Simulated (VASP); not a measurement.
HoAuF4: single point with PBE

HoAuF4:

```
Ho Au F
1.0
     4.35435   -0.02386    0.50138
    -0.04118    4.34633    0.56572
    -0.96302   -1.09083    8.26377
Ho Au F
1 1 4
Cartesian
  2.1772 -0.0119 0.2507
  1.6957 -0.5573 4.3826
  0.0000 0.0000 0.0000
  2.1566 2.1612 0.5335
  1.9281 -0.2941 2.3881
  1.4220 3.5257 6.9428
```

```json
{
  "Program": "VASP 6.6.1",
  "Task": "single point",
  "Functional": "PBE",
  "Potentials or basis": "VASP PAW PBE potentials, release 64 (Ho_3, Au, F), 4f in core",
  "Cutoff": "600 eV",
  "k mesh": "6 × 6 × 4",
  "Occupations": "gaussian, width 0.02 eV",
  "Spin": "no spin polarisation",
  "Dipole correction": "no",
  "Further INCAR settings": "ALGO = Normal; EDIFF = 1e-06; NBANDS = 33"
}
```

| Item | Value |
| --- | --- |
| Pressure | -1.0 GPa |
| Largest force | 0.088 eV/Å |
| Band gap on the k mesh | 2.71 eV (least direct gap 3.36 eV) |

Forces on the atoms (eV/Å):
```
Ho   0.000  0.000  0.000
Au   0.000  0.000  0.000
F    0.000  0.000  0.000
F    0.000  0.000  0.000
F   -0.009 -0.011  0.087
F    0.009  0.011 -0.087
```

Stress tensor (GPa, compression positive):
```
-1.06  0.00 -0.02
 0.00 -1.06 -0.02
-0.02 -0.02 -0.87
```

Levels at points of the mesh, in eV from the valence-band top:
```
           k point  band 22  band 23  band 24  band 25  band 26  band 27
(0.00, 0.00, 0.00)    -0.85    -0.65    -0.65     2.71     5.58     5.76
(0.50, 0.00, 0.00)    -0.64    -0.63    -0.37     3.45     4.82     6.09
(0.00, 0.50, 0.00)    -0.64    -0.63    -0.37     3.45     4.82     6.09
(0.50, 0.50, 0.00)    -0.63    -0.63    -0.12     4.17     5.96     5.96
(0.00, 0.00, 0.50)    -0.85    -0.58    -0.58     3.33     4.99     5.58
(0.50, 0.00, 0.50)    -0.62    -0.58    -0.30     4.01     4.84     6.03
(0.00, 0.50, 0.50)    -0.62    -0.58    -0.30     4.01     4.84     6.03
(0.50, 0.50, 0.50)    -0.61    -0.61     0.00     4.72     5.95     5.95
```

It took 7.4 min on 1 thread of Intel(R) Xeon(R) Platinum 8488C (Sapphire Rapids) (shared host), peak memory 0.61 GiB.

Caveat: spin-orbit coupling is left out, which moves the levels of the heavy elements; the 4f electrons are frozen in the core, so they carry no moment and show no levels. A k mesh can miss the band edges.
